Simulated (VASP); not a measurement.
Runs of VASP 6.6.1 on Au. The structure is that of space group Fm-3m (No. 225), or close to it. The cells are those of the table. 

| cell | gap on the mesh (eV) | pressure (GPa) |
| --- | --- | --- |
| a = 2.887 Å, angles 60.0°, 1 atom | none | 5.6 |
| a = 2.857 Å, angles 60.0°, 1 atom | none | 12.0 |
| a = 2.945 Å, angles 60.0°, 1 atom | none | -4.0 |
| a = 2.973 Å, angles 60.0°, 1 atom | none | (b) |
| a = 2.916 Å, angles 60.0°, 1 atom | none | (a) |

Alike in all rows: task single point; level r2SCAN; potentials or basis VASP PAW PBE potentials, release 64 (Au); no spin polarisation; k mesh 18 × 18 × 18; cutoff (eV) 520; smearing gaussian 0.1 eV.

Q: Estimate the missing entries.

A: (a) 0.3; (b) -7.4.

Caveats: the PAW data sets were made with another functional, which shifts forces and pressure a little; spin-orbit coupling is left out, which moves the levels of the heavy elements.

A k mesh can miss the band edges, and the runs leave out spin-orbit coupling on Au.

A gap of «none» marks levels without a gap at the run's occupations.
